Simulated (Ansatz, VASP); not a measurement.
# One calculation of Te, two programs

```
Te
1.0
     0.00000    3.58896    3.58896
     3.58896    0.00000    3.58896
     3.58896    3.58896    0.00000
Te
2
Direct
  0.12500 0.12500 0.12500
  0.87500 0.87500 0.87500
```

Alike in both runs: task single point; functional RPBE; k mesh 9 × 9 × 9; occupations fermi-dirac, width 0.1 eV; no spin polarisation.

|  | VASP | Ansatz |
| --- | --- | --- |
| version | VASP 6.6.1 | Ansatz 0.2.0 |
| potentials or method | VASP PAW PBE potentials, release 64 (Te), cutoff 520 eV | plane waves (420 eV) with PAW, scalar-relativistic |
| valence electrons in the cell | 12 | 32 |

```tsv
	VASP	Ansatz	Ansatz less VASP
pressure (GPa)	1.0	1.1	+0.04
```

VASP's potentials were made for PBE, not for RPBE. VASP's potentials hold 12 valence electrons a cell and Ansatz's 32, so a difference there can come from the potentials and not from the codes.

Neither program's run includes spin-orbit coupling.
